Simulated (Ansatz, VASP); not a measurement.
**Ga2O3 in VASP and in Ansatz**

INCAR

```
PREC = Accurate
ENCUT = 520
EDIFF = 1E-7
ISMEAR = 0
SIGMA = 0.01
LREAL = F
LASPH = T
NELM = 60
ALGO = Normal
ISIF = 2
LWAVE = F
LCHARG = F
GGA = CA
NBANDS = 55
```

KPOINTS

```
regular mesh
0
Gamma
  8 8 4
```

File POSCAR:

```
Ga2O3
1.0
    6.1273162769     -1.5195702949      0.0024226248
    6.1273162769      1.5195702949      0.0024226248
   -1.3883630900      0.0000000000      5.6399861766
Ga O
4 6
Direct
    0.0905077042      0.0905077042      0.7947690574
    0.9094922958      0.9094922958      0.2052309426
    0.6587425296      0.6587425296      0.3144411419
    0.3412574704      0.3412574704      0.6855588581
    0.1642078127      0.1642078127      0.1091294885
    0.8357921873      0.8357921873      0.8908705115
    0.1733453343      0.1733453343      0.5635363168
    0.8266546657      0.8266546657      0.4364636832
    0.4962966924      0.4962966924      0.2562516319
    0.5037033076      0.5037033076      0.7437483681
```

Input for Ansatz:

```yaml
crystal:
  lattice:
    - [6.1273162769, -1.5195702949, 0.0024226248]
    - [6.1273162769, 1.5195702949, 0.0024226248]
    - [-1.38836309, 0.0, 5.6399861766]
  atoms:
    - { symbol: Ga, position: [0.0905077042, 0.0905077042, 0.7947690574] }
    - { symbol: Ga, position: [0.9094922958, 0.9094922958, 0.2052309426] }
    - { symbol: Ga, position: [0.6587425296, 0.6587425296, 0.3144411419] }
    - { symbol: Ga, position: [0.3412574704, 0.3412574704, 0.6855588581] }
    - { symbol: O, position: [0.1642078127, 0.1642078127, 0.1091294885] }
    - { symbol: O, position: [0.8357921873, 0.8357921873, 0.8908705115] }
    - { symbol: O, position: [0.1733453343, 0.1733453343, 0.5635363168] }
    - { symbol: O, position: [0.8266546657, 0.8266546657, 0.4364636832] }
    - { symbol: O, position: [0.4962966924, 0.4962966924, 0.2562516319] }
    - { symbol: O, position: [0.5037033076, 0.5037033076, 0.7437483681] }
kpoints:
  mp_grid: { grid: [8, 8, 4] }
  band_path:
    path:
      - [0.0, 0.0, 0.0]
      - [-0.2663044743, 0.2663044743, 0.0]
      - [-0.7336955257, -0.2663044743, 0.0]
      - [-0.5, -0.5, 0.0]
      - [-0.5, -0.5, 0.5]
      - [-0.7419048163, -0.2580951837, 0.5]
      - [-0.2580951837, 0.2580951837, 0.5]
      - [0.0, 0.0, 0.5]
      - [-0.5, 0.0, 0.5]
      - [0.447917, -0.458333, -0.5]
    npoints: 1
hamiltonian:
  xc: lda
scf:
  occupations: { method: fixed }
  n_extra_bands: 6
output:
  forces: true
  stress: true
  eigenvalues: true
```

Alike in both runs: task single point; functional LDA; k mesh 8 × 8 × 4; no spin polarisation.

|  | VASP | Ansatz |
| --- | --- | --- |
| version | VASP 6.6.1 | Ansatz 0.2.0 |
| potentials or method | VASP PAW LDA potentials, release 64 (Ga_d, O) | plane waves, PAW |
| plane-wave cutoff (eV) | 520 | 420 |
| occupations | gaussian, width 0.01 eV | fixed |
| valence electrons in the cell | 88 | 88 |

Ansatz gave:

| Item | Value |
| --- | --- |
| gap on the k mesh at the Fermi level (eV) | 2.27 |
| pressure (GPa) | -5.2 |
| traceless stress, the component that is largest in VASP (GPa) | -0.22 |
| rms of the force components (eV/Å) | 0.040 |

Problem. Estimate VASP's values.

Solution. gap on the k mesh at the Fermi level (eV): 2.28; pressure (GPa): -3.5; traceless stress, the component that is largest in VASP (GPa): -0.25; rms of the force components (eV/Å): 0.037.

LDA's correlation is that of Perdew and Zunger in VASP and of Perdew and Wang (1992) in Ansatz. Atom by atom the forces differ by 0.027 eV/Å (rms over components).
